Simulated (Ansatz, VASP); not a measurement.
## One calculation of Si, two programs

INCAR

```
PREC = Accurate ; ENCUT = 500
EDIFF = 1E-7 ; ISMEAR = 0
SIGMA = 0.02 ; LREAL = F
LASPH = T ; NELM = 120
ALGO = Normal ; ISIF = 3
LWAVE = F ; LCHARG = F
GGA = PS ; IBRION = 2
NSW = 100 ; EDIFFG = -0.002
GGA_COMPAT = F ; NELMIN = 4
```

File KPOINTS:

```
regular mesh
0
Gamma
  10 10 10
```

The input POSCAR:

```
Si
1.0
    0.0000000000      2.7155000000      2.7155000000
    2.7155000000      0.0000000000      2.7155000000
    2.7155000000      2.7155000000      0.0000000000
Si
2
Direct
    0.0000000000      0.0000000000      0.0000000000
    0.2500000000      0.2500000000      0.2500000000
```

Input for Ansatz:

```yaml
crystal:
  lattice:
    - [0.0, 2.7155, 2.7155]
    - [2.7155, 0.0, 2.7155]
    - [2.7155, 2.7155, 0.0]
  atoms:
    - { symbol: Si, position: [0.0, 0.0, 0.0] }
    - { symbol: Si, position: [0.25, 0.25, 0.25] }
basis:
  ecutwfc: 420
kpoints:
  mp_grid: { grid: [10, 10, 10] }
hamiltonian:
  xc: pbesol
  pseudopotentials: { kind: paw, azcp: { folder: soft_1 } }
scf:
  occupations: { method: gaussian, width: 0.02 }
output:
  forces: true
  stress: true
  eigenvalues: true
  write_density: true
  write_potential: true
  elf: true
  volumetric_format: npy
relax:
  adjacent_minimum: "off"
  f_tol: 0.002
  max_steps: 80
  cell: { stress_tol: 0.02 }
```

Alike in both runs: task relaxation of cell and atoms; functional PBEsol; k mesh 10 × 10 × 10; occupations gaussian, width 0.02 eV; no spin polarisation.

|  | VASP | Ansatz |
| --- | --- | --- |
| version | VASP 6.6.1 | Ansatz 0.2.0 |
| potentials or method | VASP PAW PBE potentials, release 64 (Si), cutoff 500 eV | scalar-relativistic, plane waves, PAW |
| valence electrons in the cell | 8 | 8 |

|  | VASP | Ansatz | Ansatz less VASP |
| --- | --- | --- | --- |
| gap on the k mesh at the Fermi level, each at its own relaxed structure (eV) | 0.47 | 0.48 | +0.004 |
| relaxed volume (Å³/atom) | 20.07 | 20.05 | -0.023 |
| relaxed cell length with the largest relative difference (Å) | 3.844 | 3.842 | -0.0015 |

VASP's potentials were made for PBE, not for PBEsol, and Ansatz warns of the same on its side.
